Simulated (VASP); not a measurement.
# Ti2Si3 (P-3m1) in VASP: relaxation of cell and atoms with PBE

Aim: the relaxation of cell and atoms of Ti2Si3 with PBE.

Program: VASP 6.6.1. These are calculated values, not measurements. Logs are shortened: lines on timing, memory, paths and dates and some standing lists are left out, and cuts for length are marked.

### 1 The cell of the first run

Symmetry: P-3m1, No. 164, trigonal system. Conventional cell: a = 3.614 Å, b = 3.614 Å, c = 7.200 Å, α = 90.00°, β = 90.00°, γ = 120.00°. Within 3.3 Å of Ti (site symmetry 3m) lie 7 Si at 2.52 to 2.77 Å. Si (site symmetry -3m) has 6 Ti at 2.52 Å within 3.3 Å. Within 3.1 Å of Si (site symmetry 3m) lie 3 Si at 2.38 Å and 4 Ti at 2.64 to 2.77 Å.

### 2 Relaxation of cell and atoms, PBE

INCAR reads:

```
ALGO = Normal ; EDIFF = 1E-7
EDIFFG = -0.01 ; ENCUT = 600
GGA = PE ; IBRION = 2
ISIF = 3 ; ISMEAR = 0
LASPH = True ; LCHARG = False
LREAL = False ; LWAVE = False
NELM = 80 ; NSW = 100
PREC = Accurate ; SIGMA = 0.1
```

KPOINTS reads:

```
k-points
0
Gamma
  12 12 6
```

POSCAR reads:

```
Ti2Si3
1.0
    3.6137938230      0.0000000000      0.0000000000
   -1.8068969115      3.1296372548      0.0000000000
    0.0000000000      0.0000000000      7.2004888626
Ti Si
2 3
Direct
    0.3333333333      0.6666666667      0.1955549811
    0.6666666667      0.3333333333      0.8044450189
    0.0000000000      0.0000000000      0.0000000000
    0.3333333333      0.6666666667      0.5799874958
    0.6666666667      0.3333333333      0.4200125042
```

Potentials or basis: VASP PAW PBE potentials, release 64 (Ti_sv, Si).

Launch:

```
$ cat potpaw_PBE.64/Ti_sv/POTCAR potpaw_PBE.64/Si/POTCAR > POTCAR
$ mpirun -np 1 vasp_std > vasp.out
```

OUTCAR:

```text
EDIFF = 1E-7
   EDIFFG = -0.01
   ENCUT = 600
   GGA = PE
   IBRION = 2
   ISIF = 3
   ISMEAR = 0
   LASPH = True
   LREAL = False
   NELM = 80
   NSW = 100
   PREC = Accurate

 ion  position               nearest neighbor table
   1  0.333  0.667  0.196-   3 2.52   3 2.52   3 2.52   5 2.64   5 2.64   5 2.64   4 2.77
   2  0.667  0.333  0.804-   3 2.52   3 2.52   3 2.52   4 2.64   4 2.64   4 2.64   5 2.77
   3  0.000  0.000  0.000-   1 2.52   2 2.52   2 2.52   1 2.52   2 2.52   1 2.52
   4  0.333  0.667  0.580-   5 2.38   5 2.38   5 2.38   2 2.64   2 2.64   2 2.64   1 2.77
   5  0.667  0.333  0.420-   4 2.38   4 2.38   4 2.38   1 2.64   1 2.64   1 2.64   2 2.77

  LATTYP: Found a hexagonal cell.
 ALAT       =     3.6137938230
 C/A-ratio  =     1.9925012923

  Lattice vectors:

 A1 = (   3.6137938230,   0.0000000000,   0.0000000000)
 A2 = (  -1.8068969115,   3.1296372548,   0.0000000000)
 A3 = (   0.0000000000,   0.0000000000,   7.2004888626)

Analysis of symmetry for initial positions (statically):
=====================================================================
 Subroutine PRICEL returns:
 Original cell was already a primitive cell.

 Routine SETGRP: Setting up the symmetry group for a
 hexagonal supercell.

 Subroutine GETGRP returns: Found 12 space group operations
 (whereof 12 operations were pure point group operations)
 out of a pool of 24 trial point group operations.

The static configuration has the point symmetry D_3d.

Analysis of symmetry for dynamics (positions and initial velocities):
=====================================================================
 Subroutine PRICEL returns:
 Original cell was already a primitive cell.

 Routine SETGRP: Setting up the symmetry group for a
 hexagonal supercell.

 Subroutine GETGRP returns: Found 12 space group operations
 (whereof 12 operations were pure point group operations)
 out of a pool of 24 trial point group operations.

The dynamic configuration has the point symmetry D_3d.

 Subroutine INISYM returns: Found 12 space group operations
 (whereof 12 operations are pure point group operations),
 and found     1 'primitive' translations

----------------------------------------------------------------------------------------

                                     Primitive cell

  volume of cell :      81.4365

  direct lattice vectors                    reciprocal lattice vectors
     3.613793823  0.000000000  0.000000000     0.276717502  0.159762924  0.000000000
    -1.806896911  3.129637255  0.000000000     0.000000000  0.319525849  0.000000000
     0.000000000  0.000000000  7.200488863     0.000000000  0.000000000  0.138879459

  length of vectors
     3.613793823  3.613793823  7.200488863     0.319525849  0.319525849  0.138879459

  position of ions in fractional coordinates (direct lattice)
     0.333333333  0.666666667  0.195554981
     0.666666667  0.333333333  0.804445019
     0.000000000  0.000000000  0.000000000
     0.333333333  0.666666667  0.579987496
     0.666666667  0.333333333  0.420012504

  ion indices of the primitive-cell ions
   primitive index   ion index
                 1           1
                 2           2
                 3           3
                 4           4
                 5           5

----------------------------------------------------------------------------------------

 KPOINTS: k-points

Automatic generation of k-mesh.
 Grid dimensions read from file:
 generate k-points for:   12   12    6

 Generating k-lattice:

  Cartesian coordinates                     Fractional coordinates (reciprocal lattice)
     0.023059792  0.013313577  0.000000000     0.083333333  0.000000000  0.000000000
     0.000000000  0.026627154  0.000000000     0.000000000  0.083333333  0.000000000
     0.000000000  0.000000000  0.023146577     0.000000000  0.000000000  0.166666667

  Length of vectors
     0.026627154  0.026627154  0.023146577

  Shift w.r.t. Gamma in fractional coordinates (k-lattice)
     0.000000000  0.000000000  0.000000000

 Subroutine IBZKPT returns following result:
 ===========================================

 Found    100 irreducible k-points:

 Following reciprocal coordinates:
            Coordinates               Weight
  0.000000  0.000000  0.000000      1.000000
  0.083333  0.000000  0.000000      6.000000
  0.166667 -0.000000  0.000000      6.000000
  0.250000  0.000000  0.000000      6.000000
  0.333333  0.000000  0.000000      6.000000
  0.416667 -0.000000  0.000000      6.000000
[... 16 lines left out ...]
  0.166667 -0.000000  0.166667      6.000000
  0.000000  0.166667  0.166667      6.000000
 [... further k-points ...]
   k-points           NKPTS =    100   k-points in BZ     NKDIM =    100   number of bands    NBANDS=     22
   number of dos      NEDOS =    301   number of ions     NIONS =      5
   total plane-waves  NPLWV =  54000
   dimension x,y,z NGX =    30 NGY =   30 NGZ =   60
   dimension x,y,z NGXF=    60 NGYF=   60 NGZF=  120
   ions per type =               2   3
   NGX,Y,Z   is equivalent  to a cutoff of  13.80, 13.80, 13.85 a.u.
   NGXF,Y,Z  is equivalent  to a cutoff of  27.60, 27.60, 27.71 a.u.
 SYSTEM =  unknown system
   PREC   = accura    normal or accurate (medium, high low for compatibility)
   ISTART =      0    job   : 0-new  1-cont  2-samecut
   ICHARG =      2    charge: 1-file 2-atom 10-const
   ISPIN  =      1    spin polarized calculation?
   LNONCOLLINEAR =      F non collinear calculations
   LSORBIT =      F    spin-orbit coupling
   LASPH  =      T    aspherical Exc in radial PAW
   ENCUT  =  600.0 eV  44.10 Ry    6.64 a.u.   7.22  7.22 14.38*2*pi/ulx,y,z
   NELM   =     80;   NELMIN=  2; NELMDL= -5     # of ELM steps
   EDIFF  = 0.1E-06   stopping-criterion for ELM
   LREAL  =      F    real-space projection
   EDIFFG = -.1E-01   stopping-criterion for IOM
   NSW    =    100    number of steps for IOM
   IBRION =      2    ionic relax: 0-MD 1-quasi-New 2-CG
   NFREE  =      1    steps in history (QN), initial steepest desc. (CG)
   ISIF   =      3    stress and relaxation
   ISYM   =      2    0-nonsym 1-usesym 2-fastsym
   POTIM  = 0.5000    time-step for ionic-motion
   TEBEG  =    0.0;   TEEND  =   0.0 temperature during run
   PSTRESS=    0.0 pullay stress
   NELECT =      36.0000    total number of electrons
   NUPDOWN=      -1.0000    fix difference up-down
   EMIN   =  10.00;   EMAX   =-10.00  energy-range for DOS
   EFERMI =   0.00;   METHOD = LEGACY
   ISMEAR =     0;   SIGMA  =   0.10  broadening in eV -4-tet -1-fermi 0-gaus
   EFERMI_NEDOS =   21; number of points for ismear=-14 and -15
   IALGO  =     38    algorithm
   IMIX   =      4    mixing-type and parameters
     AMIX     =   0.40;   BMIX     =  1.00
     AMIX_MAG =   1.60;   BMIX_MAG =  1.00
  volume/ion in A,a.u.               =      16.29       109.91
  Fermi-wavevector in a.u.,A,eV,Ry     =   1.247104  2.356684 21.160699  1.555267
  Thomas-Fermi vector in A             =   2.381251
   LORBIT       =      0    0 simple, 1 ext, 2 COOP (PROOUT), +10 PAW based schemes
   GGA     = PE    functional components
   LHFCALC =     F    Hartree Fock is set to
   AEXX    =    0.0000 exact exchange contribution
   IVDW    =     0    specifies the selected vdW correction
   LEPSILON=     F    determine dielectric tensor
   LRPA    =     F    only Hartree local field effects (RPA)
 conjugate gradient relaxation of ions
 non-spin polarized calculation
 Gauss-broadening in eV      SIGMA  =   0.10
  energy-cutoff  :      600.00
  volume of cell :       81.44
 maximum number of plane-waves:      2752
 NGX is ok and might be reduce to    30
   NGX = 15   NGY = 15   NGZ = 29

--------------------------------------- Ionic step        1  -------------------------------------------

 number of electron      35.9999993 magnetization

 Free energy of the ion-electron system (eV)
  ---------------------------------------------------
  ext. energy  EPLUGINS =         0.00000000
  ---------------------------------------------------
  free energy    TOTEN  =       -34.25905627 eV

  energy without entropy =      -34.25360587  energy(sigma->0) =      -34.25633107

------------------------ aborting loop because EDIFF is reached ----------------------------------------

  FORCE on cell =-STRESS in cart. coord.  units (eV):
  Direction    XX          YY          ZZ          XY          YZ          ZX
  --------------------------------------------------------------------------------------
  -------------------------------------------------------------------------------------
  Total        0.0177080      0.0177080     -0.1001271      0.0000000      0.0000000      0.0000000
  in kB        0.3483853      0.3483853     -1.9698935      0.0000000      0.0000000      0.0000000
  external PRESSURE =      -0.4243743 kB  Pullay stress =       0.0000000 kB
[... 141 lines left out ...]
  energy  without entropy=      -34.2540460715  energy(sigma->0) =      -34.25677157

--------------------------------------- Ionic step        5  -------------------------------------------

 number of electron      35.9999994 magnetization

 Free energy of the ion-electron system (eV)
  ---------------------------------------------------
  ext. energy  EPLUGINS =         0.00000000
  ---------------------------------------------------
  free energy    TOTEN  =       -34.25950835 eV

  energy without entropy =      -34.25406567  energy(sigma->0) =      -34.25678701

 E-fermi :   8.4546     XC(G=0): -11.0086

 val. band max:        8.4524886244   @ k =   0.0833   0.0000   0.5000
 cond. band min:       8.4626415547   @ k =   0.0833   0.0000   0.0000
 fundamental gap:      0.0101529303
 Fermi energy:         8.4546200061

 k-point     1 :       0.0000    0.0000    0.0000
  band No.  band energies     occupation
      1     -48.4383      2.00000
      2     -48.4318      2.00000
      3     -24.7410      2.00000
      4     -24.7085      2.00000
      5     -24.7085      2.00000
      6     -24.6990      2.00000
[... 574 lines left out ...]
      6     -24.7123      2.00000
[... 14 lines left out ...]
     21       9.6828      0.00000
     22       9.7979      0.00000

 [... further k-points ...]

------------------------ aborting loop because EDIFF is reached ----------------------------------------

  FORCE on cell =-STRESS in cart. coord.  units (eV):
  Direction    XX          YY          ZZ          XY          YZ          ZX
  --------------------------------------------------------------------------------------
  -------------------------------------------------------------------------------------
  Total        0.0033490      0.0033490     -0.0270850      0.0000000      0.0000000      0.0000000
  in kB        0.0658632      0.0658632     -0.5326611      0.0000000      0.0000000      0.0000000
  external PRESSURE =      -0.1336449 kB  Pullay stress =       0.0000000 kB
[... 20 lines left out ...]
  FREE ENERGIE OF THE ION-ELECTRON SYSTEM (eV)
  ---------------------------------------------------
  free  energy   TOTEN  =       -34.2595083540 eV

  energy  without entropy=      -34.2540656694  energy(sigma->0) =      -34.25678701

 reached required accuracy - stopping structural energy minimisation
```

Run time: 20 min. Hardware: 1 thread of Intel Xeon Platinum 8259CL at 2.50GHz (Skylake/Cascade Lake), shared host; peak memory 0.36 GiB.

Results:

```
Free energy                           : -34.2595 eV
Relaxed volume                        : 16.29 Å³/atom
Relaxed cell                          : a = 3.617 Å, b = 3.617 Å, c = 7.192 Å, α = 90.00°, β = 90.00°, γ = 120.00°
Space group after relaxing (to 0.1 Å) : P-3m1 (No. 164)
Energy gained by relaxing             : 0.1 meV/atom
Ionic steps                           : 5
Pressure after relaxing               : 0.0 GPa
Largest force after relaxing          : 0.005 eV/Å
Band gap on the k mesh                : zero (bands 18 and 19 overlap by 0.19 eV)
```

Forces on the atoms (eV/Å):
```
Ti   0.000  0.000 -0.003
Ti   0.000  0.000  0.003
Si   0.000  0.000  0.000
Si   0.000  0.000  0.005
Si   0.000  0.000 -0.005
```

Step by step:
| step | energy change (eV) | largest force (eV/Å) | pressure (GPa) | volume (Å³) |
| --- | --- | --- | --- | --- |
| 1 | 0.0000 | 0.0624 | -0.04 | 81.44 |
| 2 | -0.0004 | 0.0142 | 0.08 | 81.39 |
| 3 | -0.0004 | 0.0070 | 0.13 | 81.37 |
| 4 | -0.0004 | 0.0061 | -0.07 | 81.52 |
| 5 | -0.0005 | 0.0048 | -0.01 | 81.47 |

Final structure:
```
Ti Si
1.0
     3.61672    0.00000    0.00000
    -1.80836    3.13218    0.00000
     0.00000    0.00000    7.19163
Ti Si
2 3
Direct
  0.33333 0.66667 0.19518
  0.66667 0.33333 0.80482
  0.00000 0.00000 0.00000
  0.33333 0.66667 0.57937
  0.66667 0.33333 0.42063
```

Levels at points of the mesh, in eV from the Fermi level:
| k point | band 16 | band 17 | band 18 | band 19 | band 20 | band 21 |
| --- | --- | --- | --- | --- | --- | --- |
| (0.00, 0.00, 0.00) | -1.36 | -1.36 | 0.18 | 0.18 | 1.06 | 1.06 |
| (0.50, 0.00, 0.00) | -2.06 | -1.36 | -0.85 | 0.38 | 1.58 | 1.69 |
| (0.00, 0.00, 0.50) | -0.25 | -0.25 | 0.11 | 0.11 | 0.30 | 0.30 |
| (0.50, 0.00, 0.50) | -1.85 | -1.56 | -1.37 | 0.60 | 1.59 | 1.69 |
